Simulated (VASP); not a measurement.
# Ni (Im-3m) in VASP: single point with PBE

Aim: the single point of Ni with PBE.

Program: VASP 6.6.1. These are calculated values, not measurements. Logs are shortened: lines on timing, memory, paths and dates and some standing lists are left out, and cuts for length are marked.

### 1 The cell of the first run

The structure is cubic, space group Im-3m (No. 229). The conventional cell has a = 2.767 Å, b = 2.767 Å, c = 2.767 Å, α = 90.00°, β = 90.00°, γ = 90.00°. Ni (site symmetry m-3m) has 14 Ni at 2.40 to 2.77 Å within 3.2 Å.

This isn't the form of Ni at room conditions, which is fcc.

### 2 Single point, PBE, collinear spin, ferromagnetic start

Input file INCAR:

```
SYSTEM = Ni
  PREC = Accurate
  ENCUT = 600
  EDIFF = 1E-6
  ISMEAR = -1
  SIGMA = 0.05
  LREAL = .FALSE.
  LASPH = .TRUE.
  NELM = 200
  ALGO = Normal
  ISIF = 2
  LWAVE = .FALSE.
  LCHARG = .FALSE.
  ISPIN = 2
  MAGMOM = 1.5
  LORBIT = 11
  LMAXMIX = 4
  GGA = PE
  NBANDS = 15
  GGA_COMPAT = .FALSE.
```

Input file KPOINTS:

```
regular mesh
0
G
  16 16 16
  0 0 0
```

Input file POSCAR:

```
Ni
1.0
   -1.3837154700      1.3837154700      1.3837154700
    1.3837154700     -1.3837154700      1.3837154700
    1.3837154700      1.3837154700     -1.3837154700
Ni
1
Direct
    0.0000000000      0.0000000000      0.0000000000
```

Potentials or basis: VASP PAW PBE potentials, release 64 (Ni).

Started as:

```console
$ cat potpaw_PBE.64/Ni/POTCAR > POTCAR
$ mpirun -np 1 vasp_std > vasp.out
```

OUTCAR:

```text
SYSTEM = Ni
   PREC = Accurate
   ENCUT = 600
   EDIFF = 1E-6
   ISMEAR = -1
   LREAL = .FALSE.
   LASPH = .TRUE.
   NELM = 200
   ISIF = 2
   ISPIN = 2
   LORBIT = 11
   GGA = PE

 ion  position               nearest neighbor table
   1  0.000  0.000  0.000-

  LATTYP: Found a body centered cubic cell.
 ALAT       =     2.7674309400

  Lattice vectors:

 A1 = (  -1.3837154700,   1.3837154700,   1.3837154700)
 A2 = (   1.3837154700,  -1.3837154700,   1.3837154700)
 A3 = (   1.3837154700,   1.3837154700,  -1.3837154700)

Analysis of symmetry for initial positions (statically):
=====================================================================
 Subroutine PRICEL returns:
 Original cell was already a primitive cell.

 Routine SETGRP: Setting up the symmetry group for a
 body centered cubic supercell.

 Subroutine GETGRP returns: Found 48 space group operations
 (whereof 48 operations were pure point group operations)
 out of a pool of 48 trial point group operations.

The static configuration has the point symmetry O_h .

Analysis of symmetry for dynamics (positions and initial velocities):
=====================================================================
 Subroutine PRICEL returns:
 Original cell was already a primitive cell.

 Routine SETGRP: Setting up the symmetry group for a
 body centered cubic supercell.

 Subroutine GETGRP returns: Found 48 space group operations
 (whereof 48 operations were pure point group operations)
 out of a pool of 48 trial point group operations.

The dynamic configuration has the point symmetry O_h .

Analysis of structural, dynamic, and magnetic symmetry:
=====================================================================
 Subroutine PRICEL returns:
 Original cell was already a primitive cell.

 Routine SETGRP: Setting up the symmetry group for a
 body centered cubic supercell.

 Subroutine GETGRP returns: Found 48 space group operations
 (whereof 48 operations were pure point group operations)
 out of a pool of 48 trial point group operations.

The overall configuration has the point symmetry O_h .

 Subroutine INISYM returns: Found 48 space group operations
 (whereof 48 operations are pure point group operations),
 and found     1 'primitive' translations

----------------------------------------------------------------------------------------

                                     Primitive cell

  volume of cell :      10.5974

  direct lattice vectors                    reciprocal lattice vectors
    -1.383715470  1.383715470  1.383715470     0.000000000  0.361345964  0.361345964
     1.383715470 -1.383715470  1.383715470     0.361345964  0.000000000  0.361345964
     1.383715470  1.383715470 -1.383715470     0.361345964  0.361345964  0.000000000

  length of vectors
     2.396665497  2.396665497  2.396665497     0.511020363  0.511020363  0.511020363

  position of ions in fractional coordinates (direct lattice)
     0.000000000  0.000000000  0.000000000

  ion indices of the primitive-cell ions
   primitive index   ion index
                 1           1

----------------------------------------------------------------------------------------

 KPOINTS: regular mesh

Automatic generation of k-mesh.
 Grid dimensions read from file:
 generate k-points for:   16   16   16

 Generating k-lattice:

  Cartesian coordinates                     Fractional coordinates (reciprocal lattice)
     0.000000000  0.022584123  0.022584123     0.062500000  0.000000000  0.000000000
     0.022584123  0.000000000  0.022584123     0.000000000  0.062500000  0.000000000
     0.022584123  0.022584123  0.000000000     0.000000000  0.000000000  0.062500000

  Length of vectors
     0.031938773  0.031938773  0.031938773

  Shift w.r.t. Gamma in fractional coordinates (k-lattice)
     0.000000000  0.000000000  0.000000000

 Subroutine IBZKPT returns following result:
 ===========================================

 Found    145 irreducible k-points:

 Following reciprocal coordinates:
            Coordinates               Weight
  0.000000  0.000000  0.000000      1.000000
  0.062500  0.000000  0.000000     12.000000
  0.125000  0.000000  0.000000     12.000000
  0.187500  0.000000  0.000000     12.000000
  0.250000  0.000000  0.000000     12.000000
  0.312500  0.000000  0.000000     12.000000
[... 16 lines left out ...]
  0.187500  0.187500  0.000000     24.000000
  0.250000  0.187500  0.000000     48.000000
 [... further k-points ...]
   k-points           NKPTS =    145   k-points in BZ     NKDIM =    145   number of bands    NBANDS=     15
   number of dos      NEDOS =    301   number of ions     NIONS =      1
   total plane-waves  NPLWV =   8000
   dimension x,y,z NGX =    20 NGY =   20 NGZ =   20
   dimension x,y,z NGXF=    40 NGYF=   40 NGZF=   40
   ions per type =               1
   NGX,Y,Z   is equivalent  to a cutoff of  13.87, 13.87, 13.87 a.u.
   NGXF,Y,Z  is equivalent  to a cutoff of  27.75, 27.75, 27.75 a.u.
 SYSTEM =  Ni
   PREC   = accura    normal or accurate (medium, high low for compatibility)
   ISTART =      0    job   : 0-new  1-cont  2-samecut
   ICHARG =      2    charge: 1-file 2-atom 10-const
   ISPIN  =      2    spin polarized calculation?
   LNONCOLLINEAR =      F non collinear calculations
   LSORBIT =      F    spin-orbit coupling
   LASPH  =      T    aspherical Exc in radial PAW
   ENCUT  =  600.0 eV  44.10 Ry    6.64 a.u.   4.79  4.79  4.79*2*pi/ulx,y,z
   NELM   =    200;   NELMIN=  2; NELMDL= -5     # of ELM steps
   EDIFF  = 0.1E-05   stopping-criterion for ELM
   LREAL  =      F    real-space projection
   EDIFFG = 0.1E-04   stopping-criterion for IOM
   NSW    =      0    number of steps for IOM
   IBRION =     -1    ionic relax: 0-MD 1-quasi-New 2-CG
   NFREE  =      0    steps in history (QN), initial steepest desc. (CG)
   ISIF   =      2    stress and relaxation
   ISYM   =      2    0-nonsym 1-usesym 2-fastsym
   POTIM  = 0.5000    time-step for ionic-motion
   TEBEG  =    0.0;   TEEND  =   0.0 temperature during run
   PSTRESS=    0.0 pullay stress
   NELECT =      10.0000    total number of electrons
   NUPDOWN=      -1.0000    fix difference up-down
   EMIN   =  10.00;   EMAX   =-10.00  energy-range for DOS
   EFERMI =   0.00;   METHOD = LEGACY
   ISMEAR =    -1;   SIGMA  =   0.05  broadening in eV -4-tet -1-fermi 0-gaus
   EFERMI_NEDOS =   21; number of points for ismear=-14 and -15
   IALGO  =     38    algorithm
   IMIX   =      4    mixing-type and parameters
     AMIX     =   0.40;   BMIX     =  1.00
     AMIX_MAG =   1.60;   BMIX_MAG =  1.00
  volume/ion in A,a.u.               =      10.60        71.51
  Fermi-wavevector in a.u.,A,eV,Ry     =   1.605738  3.034405 35.081190  2.578395
  Thomas-Fermi vector in A             =   2.702037
   LORBIT       =     11    0 simple, 1 ext, 2 COOP (PROOUT), +10 PAW based schemes
   GGA     = PE    functional components
   LHFCALC =     F    Hartree Fock is set to
   AEXX    =    0.0000 exact exchange contribution
   IVDW    =     0    specifies the selected vdW correction
   LEPSILON=     F    determine dielectric tensor
   LRPA    =     F    only Hartree local field effects (RPA)
 spin polarized calculation
  energy-cutoff  :      600.00
  volume of cell :       10.60
 maximum number of plane-waves:       370
   NGX =  9   NGY =  9   NGZ =  9

 number of electron      10.0000001 magnetization       0.5380772

 Free energy of the ion-electron system (eV)
  ---------------------------------------------------
  ext. energy  EPLUGINS =         0.00000000
  ---------------------------------------------------
  free energy    TOTEN  =        -5.37548637 eV

  energy without entropy =       -5.36305526  energy(sigma->0) =       -5.36927081

 E-fermi :   9.6065     XC(G=0): -13.4057

 val. band max:        9.6057199834   @ k =   0.5000   0.0000   0.0000
 cond. band min:       9.6067101606   @ k =  -0.1875   0.2500   0.1250
 fundamental gap:      0.0009901773
 Fermi energy:         9.6065085358

 spin component 1

 k-point     1 :       0.0000    0.0000    0.0000
  band No.  band energies     occupation
      1       0.5547      1.00000
      2       7.2779      1.00000
      3       7.2779      1.00000
      4       7.2779      1.00000
      5       8.7390      1.00000
      6       8.7390      1.00000
      7      36.3555      0.00000
      8      36.3555      0.00000
      9      36.3555      0.00000
     10      41.4341      0.00000
     11      41.4341      0.00000
     12      42.6790      0.00000
     13      42.6790      0.00000
     14      42.6790      0.00000
     15      43.3448      0.00000
[... 397 lines left out ...]
 k-point    24 :       0.2500    0.1875    0.0000
  band No.  band energies     occupation
      1       5.0528      1.00000
      2       6.5419      1.00000
      3       6.8873      1.00000
      4       8.4847      1.00000
      5       8.9383      1.00000
      6      10.2399      0.00000
      7      21.6873      0.00000
      8      23.9121      0.00000
      9      30.3390      0.00000
     10      36.8672      0.00000
     11      40.6939      0.00000
     12      44.8913      0.00000
     13      49.1978      0.00000
     14      51.2136      0.00000
     15      53.2520      0.00000

 [... further k-points ...]

 spin component 2

 k-point     1 :       0.0000    0.0000    0.0000
  band No.  band energies     occupation
      1       0.5434      1.00000
      2       7.9310      1.00000
      3       7.9310      1.00000
      4       7.9310      1.00000
      5       9.2097      0.99964
      6       9.2097      0.99964
      7      36.2610      0.00000
      8      36.2610      0.00000
      9      36.2610      0.00000
     10      41.3641      0.00000
     11      41.3641      0.00000
     12      42.8580      0.00000
     13      42.8580      0.00000
     14      42.8580      0.00000
     15      43.4977      0.00000
[... 397 lines left out ...]
 k-point    24 :       0.2500    0.1875    0.0000
  band No.  band energies     occupation
      1       5.2291      1.00000
      2       7.0561      1.00000
      3       7.3874      1.00000
      4       9.0216      0.99999
      5       9.4611      0.94823
      6      10.7951      0.00000
      7      21.8426      0.00000
      8      24.0318      0.00000
      9      30.4121      0.00000
     10      36.8659      0.00000
     11      40.7367      0.00000
     12      44.9415      0.00000
     13      49.2494      0.00000
     14      51.3347      0.00000
     15      53.2982      0.00000

 [... further k-points ...]

------------------------ aborting loop because EDIFF is reached ----------------------------------------

  FORCE on cell =-STRESS in cart. coord.  units (eV):
  Direction    XX          YY          ZZ          XY          YZ          ZX
  --------------------------------------------------------------------------------------
  -------------------------------------------------------------------------------------
  Total        0.4796318      0.4796318      0.4796318      0.0000000     -0.0000000      0.0000000
  in kB       72.5133874     72.5133874     72.5133874      0.0000000     -0.0000000      0.0000000
  external PRESSURE =      72.5133874 kB  Pullay stress =       0.0000000 kB

 VOLUME and BASIS-vectors are now :
 -----------------------------------------------------------------------------
  energy-cutoff  :      600.00
  volume of cell :       10.60
      direct lattice vectors                 reciprocal lattice vectors
    -1.383715470  1.383715470  1.383715470     0.000000000  0.361345964  0.361345964
     1.383715470 -1.383715470  1.383715470     0.361345964  0.000000000  0.361345964
     1.383715470  1.383715470 -1.383715470     0.361345964  0.361345964  0.000000000

 POSITION                                       TOTAL-FORCE (eV/Angst)
 -----------------------------------------------------------------------------------
      0.00000      0.00000      0.00000         0.000000     -0.000000     -0.000000
 -----------------------------------------------------------------------------------
    total drift:                                0.000000     -0.000000      0.000000

  FREE ENERGIE OF THE ION-ELECTRON SYSTEM (eV)
  ---------------------------------------------------
  free  energy   TOTEN  =        -5.3754863667 eV

  energy  without entropy=       -5.3630552603  energy(sigma->0) =       -5.36927081

 total charge

# of ion       s       p       d       tot
------------------------------------------
    1        0.502   0.512   8.348   9.362

 magnetization (x)

# of ion       s       p       d       tot
------------------------------------------
    1       -0.004  -0.016   0.564   0.544
```

It took 35 s on 1 thread of Intel Xeon Platinum 8375C at 2.90GHz (Ice Lake), shared host; peak memory 0.16 GiB.

What came out:

| Item | Value |
| --- | --- |
| Free energy | -5.3755 eV |
| Pressure | 7.3 GPa |
| Net moment | 0.54 μB per cell |
| Site moments | Ni +0.54 μB |
| Valence electrons inside the program's atomic spheres | Ni 9.36 |

Caveat: the cell stands under pressure.
